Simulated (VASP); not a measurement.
# LiCl (Fm-3m) in VASP: further runs, part 2 of 2

VASP 6.6.1. Earlier steps stand in the parts before.

## 4. Single point, PBEsol

This run uses another cell than the first one, of 14.04 Å³/atom, 1.044 times its volume.

INCAR

```
SYSTEM = LiCl
ALGO = Normal ; EDIFF = 1E-6
ENCUT = 520 ; GGA = PS
ISIF = 2 ; ISMEAR = 0
LASPH = .TRUE. ; LCHARG = .FALSE.
LREAL = .FALSE. ; LWAVE = .FALSE.
NBANDS = 12 ; NELM = 80
PREC = Accurate ; SIGMA = 0.01
```

KPOINTS

```
k-points
0
G
  8 8 8
  0 0 0
```

POSCAR

```
LiCl
1.0
    0.0000000000      2.4121806362      2.4121806362
    2.4121806362      0.0000000000      2.4121806362
    2.4121806362      2.4121806362      0.0000000000
Li Cl
1 1
Direct
    0.0000000000      0.0000000000      0.0000000000
    0.5000000000      0.5000000000      0.5000000000
```

Run with:

```
cat potpaw_PBE.64/Li_sv/POTCAR potpaw_PBE.64/Cl/POTCAR > POTCAR
mpirun -np 1 vasp_std > vasp.out
```

It took 7 s on 1 thread of Intel Xeon 6975P-C (Granite Rapids), shared host; peak memory 0.15 GiB.

It converged, with:

```
Free energy            : -7.5529 eV
Band gap on the k mesh : 6.72 eV, indirect (least direct gap 7.08 eV)
```

Levels at points of the mesh, in eV from the valence-band top:
```tsv
k point	band 2	band 3	band 4	band 5	band 6	band 7	band 8	band 9
(0.00, 0.00, 0.00)	-14.15	0.00	0.00	0.00	7.34	11.91	11.91	11.91
(0.50, 0.00, 0.00)	-13.29	-3.71	-0.35	-0.35	6.72	9.40	9.40	14.84
(0.50, 0.50, 0.00)	-12.87	-3.92	-1.52	-1.52	7.73	8.16	13.96	15.44
```

Caveat: the cutoff is under 1.25 times the usual one of these potentials, so pressure, stress and relaxed cells hold a basis-set (Pulay) error; the PAW data sets were made with another functional, which shifts forces and pressure a little. PBEsol gaps usually lie below the measured ones, often by a third to a half.

## 5. Single point, PBEsol

This run uses another cell than the first one, of 15.43 Å³/atom, 1.147 times its volume.

INCAR

```
SYSTEM = LiCl
  PREC = Accurate
  ENCUT = 520
  EDIFF = 1E-6
  ISMEAR = 0
  SIGMA = 0.01
  LREAL = .False.
  LASPH = .True.
  NELM = 80
  ALGO = Normal
  ISIF = 2
  LWAVE = .False.
  LCHARG = .True.
  GGA = PS
  LELF = .True.
  LVHAR = .True.
  NBANDS = 12
```

KPOINTS

```
Automatic mesh
0
Gamma
  8 8 8
  0 0 0
```

POSCAR

```
LiCl
1.0
    0.0000000000      2.4894005390      2.4894005390
    2.4894005390      0.0000000000      2.4894005390
    2.4894005390      2.4894005390      0.0000000000
Li Cl
1 1
Direct
    0.0000000000      0.0000000000      0.0000000000
    0.5000000000      0.5000000000      0.5000000000
```

Run with:

```
cat potpaw_PBE.64/Li_sv/POTCAR potpaw_PBE.64/Cl/POTCAR > POTCAR
mpirun -np 1 vasp_std > vasp.out
```

Wall time 7.8 s (1 thread of Intel Xeon 6975P-C (Granite Rapids), shared host); peak memory 0.14 GiB.

Results (log left out):

- Free energy: -7.6290 eV
- Band gap on the k mesh: 6.64 eV, indirect (least direct gap 6.68 eV)

Levels at points of the mesh, in eV from the valence-band top:
| k point | band 2 | band 3 | band 4 | band 5 | band 6 | band 7 | band 8 | band 9 |
| --- | --- | --- | --- | --- | --- | --- | --- | --- |
| (0.00, 0.00, 0.00) | -13.73 | 0.00 | 0.00 | 0.00 | 6.68 | 11.88 | 11.88 | 11.88 |
| (0.50, 0.00, 0.00) | -13.02 | -3.26 | -0.30 | -0.30 | 6.64 | 9.41 | 9.41 | 13.77 |
| (0.50, 0.50, 0.00) | -12.70 | -3.40 | -1.30 | -1.30 | 7.94 | 7.96 | 13.06 | 14.68 |

Caveat: the cutoff is under 1.25 times the usual one of these potentials, so pressure, stress and relaxed cells hold a basis-set (Pulay) error; the PAW data sets were made with another functional, which shifts forces and pressure a little. A k mesh can miss the band edges.

## 6. Single point, PBEsol

This run uses another cell than the first one, of 14.79 Å³/atom, 1.100 times its volume.

INCAR

```
SYSTEM = LiCl
PREC     = Accurate       ! precision mode
ENCUT    = 520            ! plane-wave cutoff, eV
EDIFF    = 1E-7           ! SCF threshold, eV
ISMEAR   = 0              ! smearing method
SIGMA    = 0.01           ! smearing width, eV
LREAL    = .FALSE.        ! projectors in reciprocal space
LASPH    = .TRUE.         ! aspherical terms in the spheres
NELM     = 80             ! most SCF steps
ALGO     = Normal         ! electronic algorithm
ISIF     = 2              ! what is computed and relaxed
LWAVE    = .FALSE.        ! write WAVECAR
LCHARG   = .FALSE.        ! write CHGCAR
GGA      = PS             ! functional
NBANDS   = 12             ! bands
```

KPOINTS

```
Automatic mesh
0
G
  8 8 8
  0 0 0
```

POSCAR

```
LiCl
1.0
    0.0000000000      2.4547867583      2.4547867583
    2.4547867583      0.0000000000      2.4547867583
    2.4547867583      2.4547867583      0.0000000000
Li Cl
1 1
Direct
    0.0000000000      0.0000000000      0.0000000000
    0.5000000000      0.5000000000      0.5000000000
```

Potentials or basis: VASP PAW PBE potentials, release 64 (Li_sv, Cl).

Run with:

```
cat potpaw_PBE.64/Li_sv/POTCAR potpaw_PBE.64/Cl/POTCAR > POTCAR
mpirun -np 1 vasp_std > vasp.out
```

Run time: 6.2 s. Hardware: 1 thread of Intel Xeon 6975P-C (Granite Rapids), shared host; peak memory 0.15 GiB.

The run converged. Its results:

```yaml
Free_energy: -7.6051 eV
Band_gap_on_the_k_mesh: 6.68 eV, indirect (least direct gap 6.96 eV)
```

Levels at points of the mesh, in eV from the valence-band top:
| k point | band 2 | band 3 | band 4 | band 5 | band 6 | band 7 | band 8 | band 9 |
| --- | --- | --- | --- | --- | --- | --- | --- | --- |
| (0.00, 0.00, 0.00) | -13.91 | 0.00 | 0.00 | 0.00 | 6.96 | 11.90 | 11.90 | 11.90 |
| (0.50, 0.00, 0.00) | -13.13 | -3.45 | -0.33 | -0.33 | 6.68 | 9.41 | 9.41 | 14.24 |
| (0.50, 0.50, 0.00) | -12.77 | -3.62 | -1.40 | -1.40 | 7.85 | 8.05 | 13.45 | 15.01 |

Caveat: the cutoff is under 1.25 times the usual one of these potentials, so pressure, stress and relaxed cells hold a basis-set (Pulay) error; the PAW data sets were made with another functional, which shifts forces and pressure a little.

## 7. Overview

| cell | gap on the mesh (eV) |
| --- | --- |
| a = 3.363 Å, angles 60.0°, 2 atoms | 6.75 |
| a = 3.296 Å, angles 60.0°, 2 atoms | 6.79 |
| a = 3.411 Å, angles 60.0°, 2 atoms | 6.72 |
| a = 3.521 Å, angles 60.0°, 2 atoms | 6.64 |
| a = 3.472 Å, angles 60.0°, 2 atoms | 6.68 |

Alike in all rows: task single point; level PBEsol; potentials or basis VASP PAW PBE potentials, release 64 (Li_sv, Cl); no spin polarisation; k mesh 8 × 8 × 8; cutoff (eV) 520; smearing gaussian 0.01 eV.

Caveats: the cutoff is under 1.25 times the usual one of these potentials, so pressure, stress and relaxed cells hold a basis-set (Pulay) error; the PAW data sets were made with another functional, which shifts forces and pressure a little.

Absolute energies hang on the potentials; compare differences alone.
